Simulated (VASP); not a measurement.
# Ag2Ir (R-3m) in VASP: a series of runs

The runs below take Ag2Ir through single point, relaxation of cell and atoms, with PBE.

Program: VASP 6.6.1. These are calculated values, not measurements. Logs are shortened: lines on timing, memory, paths and dates and some standing lists are left out, and cuts for length are marked.

### 1 The cell of the first run

Symmetry: R-3m, No. 166, trigonal system. Conventional cell: a = 2.780 Å, b = 2.780 Å, c = 22.045 Å, α = 90.00°, β = 90.00°, γ = 120.00°. Within 3.7 Å of Ag (site symmetry 3m) lie 9 Ag at 2.78 to 2.96 Å and 3 Ir at 2.91 Å. Ir (site symmetry -3m) has 6 Ir at 2.78 Å and 6 Ag at 2.91 Å within 3.7 Å.

### 2 Single point, PBE

File INCAR:

```
SYSTEM = Ag2Ir
ALGO = Normal
EDIFF = 1E-6
ENCUT = 520
GGA = PE
ISIF = 2
ISMEAR = 0
LASPH = .True.
LCHARG = .False.
LREAL = .False.
LWAVE = .False.
NBANDS = 22
NELM = 100
PREC = Accurate
SIGMA = 0.1
```

File KPOINTS:

```
k-points
0
Gamma
  6 6 6
  0 0 0
```

File POSCAR:

```
Ag2Ir
1.0
    1.3899763226      0.8025032040      7.3483924807
   -1.3899763226      0.8025032040      7.3483924807
    0.0000000000     -1.6050064080      7.3483924807
Ag Ir
2 1
Direct
    0.7768334274      0.7768334274      0.7768334274
    0.2231665726      0.2231665726      0.2231665726
    0.0000000000      0.0000000000      0.0000000000
```

Potentials or basis: VASP PAW PBE potentials, release 64 (Ag, Ir).

Command:

```bash
cat potpaw_PBE.64/Ag/POTCAR potpaw_PBE.64/Ir/POTCAR > POTCAR
mpirun -np 1 vasp_std > vasp.out
```

OUTCAR:

```text
SYSTEM = Ag2Ir
   EDIFF = 1E-6
   ENCUT = 520
   GGA = PE
   ISIF = 2
   ISMEAR = 0
   LASPH = .True.
   LREAL = .False.
   NELM = 100
   PREC = Accurate

 ion  position               nearest neighbor table
   1  0.777  0.777  0.777-   3 2.91   3 2.91   3 2.91   2 2.96   2 2.96   2 2.96
   2  0.223  0.223  0.223-   3 2.91   3 2.91   3 2.91   1 2.96   1 2.96   1 2.96
   3  0.000  0.000  0.000-   1 2.91   2 2.91   1 2.91   1 2.91   2 2.91   2 2.91

  LATTYP: Found a trigonal (rhomboedric) cell.
 ALAT       =     7.5216299843
 COS(alpha) =     0.9316999738

  Lattice vectors:

 A1 = (   1.3899763226,   0.8025032040,   7.3483924807)
 A2 = (  -1.3899763226,   0.8025032040,   7.3483924807)
 A3 = (   0.0000000000,  -1.6050064080,   7.3483924807)

Analysis of symmetry for initial positions (statically):
=====================================================================
 Subroutine PRICEL returns:
 Original cell was already a primitive cell.

 Routine SETGRP: Setting up the symmetry group for a
 trigonal (rhombohedral) supercell.

 Subroutine GETGRP returns: Found 12 space group operations
 (whereof 12 operations were pure point group operations)
 out of a pool of 12 trial point group operations.

The static configuration has the point symmetry D_3d.

Analysis of symmetry for dynamics (positions and initial velocities):
=====================================================================
 Subroutine PRICEL returns:
 Original cell was already a primitive cell.

 Routine SETGRP: Setting up the symmetry group for a
 trigonal (rhombohedral) supercell.

 Subroutine GETGRP returns: Found 12 space group operations
 (whereof 12 operations were pure point group operations)
 out of a pool of 12 trial point group operations.

The dynamic configuration has the point symmetry D_3d.

 Subroutine INISYM returns: Found 12 space group operations
 (whereof 12 operations are pure point group operations),
 and found     1 'primitive' translations

----------------------------------------------------------------------------------------

                                     Primitive cell

  volume of cell :      49.1810

  direct lattice vectors                    reciprocal lattice vectors
     1.389976323  0.802503204  7.348392481     0.359718358  0.207683491  0.045361395
    -1.389976323  0.802503204  7.348392481    -0.359718358  0.207683491  0.045361395
     0.000000000 -1.605006408  7.348392481     0.000000000 -0.415366981  0.045361395

  length of vectors
     7.521629984  7.521629984  7.521629984     0.417836553  0.417836553  0.417836553

  position of ions in fractional coordinates (direct lattice)
     0.776833427  0.776833427  0.776833427
     0.223166573  0.223166573  0.223166573
     0.000000000  0.000000000  0.000000000

  ion indices of the primitive-cell ions
   primitive index   ion index
                 1           1
                 2           2
                 3           3

----------------------------------------------------------------------------------------

 KPOINTS: k-points

Automatic generation of k-mesh.
 Grid dimensions read from file:
 generate k-points for:    6    6    6

 Generating k-lattice:

  Cartesian coordinates                     Fractional coordinates (reciprocal lattice)
     0.059953060  0.034613915  0.007560232     0.166666667  0.000000000  0.000000000
    -0.059953060  0.034613915  0.007560232     0.000000000  0.166666667  0.000000000
     0.000000000 -0.069227830  0.007560232     0.000000000  0.000000000  0.166666667

  Length of vectors
     0.069639426  0.069639426  0.069639426

  Shift w.r.t. Gamma in fractional coordinates (k-lattice)
     0.000000000  0.000000000  0.000000000

 Subroutine IBZKPT returns following result:
 ===========================================

 Found     32 irreducible k-points:

 Following reciprocal coordinates:
            Coordinates               Weight
  0.000000  0.000000  0.000000      1.000000
  0.166667  0.000000  0.000000      6.000000
  0.333333  0.000000  0.000000      6.000000
  0.500000 -0.000000  0.000000      3.000000
  0.166667  0.166667  0.000000      6.000000
  0.333333  0.166667  0.000000     12.000000
[... 16 lines left out ...]
  0.500000  0.500000  0.166667      6.000000
 -0.333333  0.500000  0.166667     12.000000
 [... further k-points ...]
   k-points           NKPTS =     32   k-points in BZ     NKDIM =     32   number of bands    NBANDS=     22
   number of dos      NEDOS =    301   number of ions     NIONS =      3
   total plane-waves  NPLWV = 175616
   dimension x,y,z NGX =    56 NGY =   56 NGZ =   56
   dimension x,y,z NGXF=   112 NGYF=  112 NGZF=  112
   ions per type =               2   1
   NGX,Y,Z   is equivalent  to a cutoff of  12.38, 12.38, 12.38 a.u.
   NGXF,Y,Z  is equivalent  to a cutoff of  24.75, 24.75, 24.75 a.u.
 SYSTEM =  Ag2Ir
   PREC   = accura    normal or accurate (medium, high low for compatibility)
   ISTART =      0    job   : 0-new  1-cont  2-samecut
   ICHARG =      2    charge: 1-file 2-atom 10-const
   ISPIN  =      1    spin polarized calculation?
   LNONCOLLINEAR =      F non collinear calculations
   LSORBIT =      F    spin-orbit coupling
   LASPH  =      T    aspherical Exc in radial PAW
   ENCUT  =  520.0 eV  38.22 Ry    6.18 a.u.  13.99 13.99 13.99*2*pi/ulx,y,z
   NELM   =    100;   NELMIN=  2; NELMDL= -5     # of ELM steps
   EDIFF  = 0.1E-05   stopping-criterion for ELM
   LREAL  =      F    real-space projection
   EDIFFG = 0.1E-04   stopping-criterion for IOM
   NSW    =      0    number of steps for IOM
   IBRION =     -1    ionic relax: 0-MD 1-quasi-New 2-CG
   NFREE  =      0    steps in history (QN), initial steepest desc. (CG)
   ISIF   =      2    stress and relaxation
   ISYM   =      2    0-nonsym 1-usesym 2-fastsym
   POTIM  = 0.5000    time-step for ionic-motion
   TEBEG  =    0.0;   TEEND  =   0.0 temperature during run
   PSTRESS=    0.0 pullay stress
   NELECT =      31.0000    total number of electrons
   NUPDOWN=      -1.0000    fix difference up-down
   EMIN   =  10.00;   EMAX   =-10.00  energy-range for DOS
   EFERMI =   0.00;   METHOD = LEGACY
   ISMEAR =     0;   SIGMA  =   0.10  broadening in eV -4-tet -1-fermi 0-gaus
   EFERMI_NEDOS =   21; number of points for ismear=-14 and -15
   IALGO  =     38    algorithm
   IMIX   =      4    mixing-type and parameters
     AMIX     =   0.40;   BMIX     =  1.00
     AMIX_MAG =   1.60;   BMIX_MAG =  1.00
  volume/ion in A,a.u.               =      16.39       110.63
  Fermi-wavevector in a.u.,A,eV,Ry     =   1.403663  2.652538 26.807142  1.970269
  Thomas-Fermi vector in A             =   2.526302
   LORBIT       =      0    0 simple, 1 ext, 2 COOP (PROOUT), +10 PAW based schemes
   GGA     = PE    functional components
   LHFCALC =     F    Hartree Fock is set to
   AEXX    =    0.0000 exact exchange contribution
   IVDW    =     0    specifies the selected vdW correction
   LEPSILON=     F    determine dielectric tensor
   LRPA    =     F    only Hartree local field effects (RPA)
 non-spin polarized calculation
 Gauss-broadening in eV      SIGMA  =   0.10
  energy-cutoff  :      520.00
  volume of cell :       49.18
 maximum number of plane-waves:      1337
   NGX = 27   NGY = 27   NGZ = 27

 number of electron      31.0000005 magnetization

 Free energy of the ion-electron system (eV)
  ---------------------------------------------------
  ext. energy  EPLUGINS =         0.00000000
  ---------------------------------------------------
  free energy    TOTEN  =       -13.55801945 eV

  energy without entropy =      -13.54293711  energy(sigma->0) =      -13.55047828

 E-fermi :   8.4884     XC(G=0): -12.6573

 val. band max:        8.4878321949   @ k =   0.1667   0.1667   0.0000
 cond. band min:       8.4884423968   @ k =   0.5000   0.3333   0.3333
 fundamental gap:      0.0006102019
 Fermi energy:         8.4883809668

 k-point     1 :       0.0000    0.0000    0.0000
  band No.  band energies     occupation
      1      -0.0731      2.00000
      2       1.7936      2.00000
      3       1.9100      2.00000
      4       3.7153      2.00000
      5       3.7284      2.00000
      6       3.7284      2.00000
[... 14 lines left out ...]
     21      23.7765      0.00000
     22      24.6803      0.00000

 k-point     2 :       0.1667    0.0000    0.0000
  band No.  band energies     occupation
      1       0.8310      2.00000
      2       2.4616      2.00000
      3       2.4815      2.00000
      4       3.4427      2.00000
      5       3.5382      2.00000
      6       3.6098      2.00000
[... 14 lines left out ...]
     21      22.7883      0.00000
     22      23.8953      0.00000

 k-point     3 :       0.3333    0.0000    0.0000
  band No.  band energies     occupation
      1       2.1865      2.00000
      2       2.3729      2.00000
      3       2.4914      2.00000
      4       2.8618      2.00000
      5       3.0624      2.00000
      6       4.2281      2.00000
[... 14 lines left out ...]
     21      18.6645      0.00000
     22      19.8730      0.00000

 k-point     4 :       0.5000   -0.0000    0.0000
  band No.  band energies     occupation
      1       2.0361      2.00000
      2       2.0680      2.00000
      3       2.4825      2.00000
      4       2.5894      2.00000
      5       2.7246      2.00000
      6       4.1909      2.00000
[... 14 lines left out ...]
     21      15.2483      0.00000
     22      20.5626      0.00000

 k-point     5 :       0.1667    0.1667    0.0000
  band No.  band energies     occupation
      1       0.8539      2.00000
      2       2.4297      2.00000
      3       2.4921      2.00000
      4       3.4232      2.00000
      5       3.5393      2.00000
      6       3.6002      2.00000
[... 417 lines left out ...]
 k-point    22 :      -0.1667    0.3333    0.1667
  band No.  band energies     occupation
      1       2.4344      2.00000
      2       2.6233      2.00000
      3       2.6464      2.00000
      4       3.2144      2.00000
      5       3.5129      2.00000
      6       3.7496      2.00000
[... 14 lines left out ...]
     21      17.7596      0.00000
     22      18.7344      0.00000

 k-point    23 :       0.5000    0.5000    0.1667
  band No.  band energies     occupation
      1       2.1136      2.00000
      2       2.2453      2.00000
      3       2.4785      2.00000
      4       3.1714      2.00000
      5       3.3840      2.00000
      6       3.8475      2.00000
[... 14 lines left out ...]
     21      18.4977      0.00000
     22      21.5827      0.00000

 k-point    24 :      -0.3333    0.5000    0.1667
  band No.  band energies     occupation
      1       2.4118      2.00000
      2       2.5749      2.00000
      3       2.7287      2.00000
      4       3.1768      2.00000
      5       3.3102      2.00000
      6       3.9715      2.00000
[... 14 lines left out ...]
     21      16.6076      0.00000
     22      17.5841      0.00000

 [... further k-points ...]
[... 5 lines left out ...]
  --------------------------------------------------------------------------------------
  -------------------------------------------------------------------------------------
  Total       -0.0114975     -0.0114975      0.0141330      0.0000000     -0.0000000      0.0000000
  in kB       -0.3745565     -0.3745565      0.4604114      0.0000000     -0.0000000      0.0000000
  external PRESSURE =      -0.0962339 kB  Pullay stress =       0.0000000 kB

 VOLUME and BASIS-vectors are now :
 -----------------------------------------------------------------------------
  energy-cutoff  :      520.00
  volume of cell :       49.18
      direct lattice vectors                 reciprocal lattice vectors
     1.389976323  0.802503204  7.348392481     0.359718358  0.207683491  0.045361395
    -1.389976323  0.802503204  7.348392481    -0.359718358  0.207683491  0.045361395
     0.000000000 -1.605006408  7.348392481     0.000000000 -0.415366981  0.045361395

 POSITION                                       TOTAL-FORCE (eV/Angst)
 -----------------------------------------------------------------------------------
      0.00000      0.00000     17.12543         0.000000      0.000000      0.003683
      0.00000      0.00000      4.91975         0.000000     -0.000000     -0.003683
      0.00000      0.00000      0.00000         0.000000      0.000000     -0.000000
 -----------------------------------------------------------------------------------
    total drift:                               -0.000000     -0.000000      0.000000

  FREE ENERGIE OF THE ION-ELECTRON SYSTEM (eV)
  ---------------------------------------------------
  free  energy   TOTEN  =       -13.5580194459 eV

  energy  without entropy=      -13.5429371125  energy(sigma->0) =      -13.55047828
```

Run time: 1.8 min. Hardware: 1 thread of Intel Xeon 6975P-C (Granite Rapids), shared host; peak memory 0.43 GiB.

What came out:

```
Free energy            : -13.5580 eV
Pressure               : 0.0 GPa
Largest force          : 0.004 eV/Å
Band gap on the k mesh : zero (an odd number of electrons rules out a gap without spin polarisation)
```

Forces on the atoms (eV/Å):
```
Ag   0.000  0.000  0.004
Ag   0.000  0.000 -0.004
Ir   0.000  0.000  0.000
```

Levels at points of the mesh, in eV from the Fermi level:
```
           k point  band 12  band 13  band 14  band 15  band 16  band 17  band 18  band 19  band 20  band 21
(0.00, 0.00, 0.00)    -3.23    -3.23    -2.73    -2.40    -2.40     0.16     0.16     6.99     8.42    15.29
(0.50, 0.00, 0.00)    -2.63    -0.87    -0.52     0.23     1.44     1.69     2.77     5.87     6.72     6.76
(0.50, 0.50, 0.00)    -2.09    -1.81    -0.43     0.56     1.44     2.10     2.35     6.06     6.12     8.56
(0.50, 0.50, 0.50)    -3.42    -3.42    -2.34    -2.34    -0.80     0.16     0.16     3.73    12.98    13.68
```

Caveat: the k points lie up to 0.44 Å⁻¹ apart, too coarse for converged energies and pressures of a metal; spin-orbit coupling is left out, which moves the levels of the heavy elements.

### 3 Single point, PBE

This run uses another cell than the first one, of 18.11 Å³/atom.

File INCAR:

```
PREC     = Accurate       # precision mode
ENCUT    = 520            # plane-wave cutoff, eV
EDIFF    = 1E-6           # SCF threshold, eV
ISMEAR   = 0              # smearing method
SIGMA    = 0.1            # smearing width, eV
LREAL    = False          # projectors in reciprocal space
LASPH    = True           # aspherical terms in the spheres
NELM     = 100            # most SCF steps
ALGO     = Normal         # electronic algorithm
ISIF     = 2              # what is computed and relaxed
LWAVE    = False          # write WAVECAR
LCHARG   = False          # write CHGCAR
GGA      = PE             # functional
NBANDS   = 22             # bands
```

File KPOINTS:

```
Automatic mesh
0
Gamma
  6 6 6
```

File POSCAR:

```
Ag2Ir
1.0
    1.7316102747      0.9997456582      5.2299059977
   -1.7316102747      0.9997456582      5.2299059977
    0.0000000000     -1.9994913164      5.2299059977
Ag Ir
2 1
Direct
    0.7500000000      0.7500000000      0.7500000000
    0.2500000000      0.2500000000      0.2500000000
    0.0000000000      0.0000000000      0.0000000000
```

Potentials or basis: VASP PAW PBE potentials, release 64 (Ag, Ir).

Command:

```bash
cat potpaw_PBE.64/Ag/POTCAR potpaw_PBE.64/Ir/POTCAR > POTCAR
mpirun -np 1 vasp_std > vasp.out
```

Run time: 44 s. Hardware: 1 thread of Intel Xeon 6975P-C (Granite Rapids), shared host; peak memory 0.27 GiB.

It converged, with:

| Property | Result |
| --- | --- |
| Free energy | -8.8830 eV |
| Pressure | 39.0 GPa |
| Largest force | 5.503 eV/Å |
| Band gap on the k mesh | zero (an odd number of electrons rules out a gap without spin polarisation) |

Forces in eV/Å, atoms in the order of the input:
```
Ag   0.000  0.000  5.503
Ag   0.000  0.000 -5.503
Ir   0.000  0.000  0.000
```

Stress tensor (GPa, compression positive):
```
40.60  0.00  0.00
 0.00 40.60  0.00
 0.00  0.00 35.87
```

Levels at points of the mesh, in eV from the Fermi level:
| k point | band 12 | band 13 | band 14 | band 15 | band 16 | band 17 | band 18 | band 19 |
| --- | --- | --- | --- | --- | --- | --- | --- | --- |
| (0.00, 0.00, 0.00) | -2.79 | -0.80 | -0.80 | 0.47 | 0.47 | 0.58 | 1.76 | 11.08 |
| (0.50, 0.00, 0.00) | -2.59 | -1.69 | -1.56 | -0.50 | 0.09 | 0.82 | 2.44 | 4.35 |
| (0.50, 0.50, 0.00) | -3.52 | -1.59 | -0.68 | -0.65 | 0.19 | 0.36 | 0.86 | 4.95 |
| (0.50, 0.50, 0.50) | -4.26 | -0.69 | -0.56 | -0.56 | 0.43 | 0.43 | 7.31 | 9.53 |

Caveat: the cell stands under pressure; spin-orbit coupling is left out, which moves the levels of the heavy elements; forces of over 1 eV/Å act on the atoms, so gaps and moduli don't describe the material at rest.

(Part 1 of 2 ends here.)
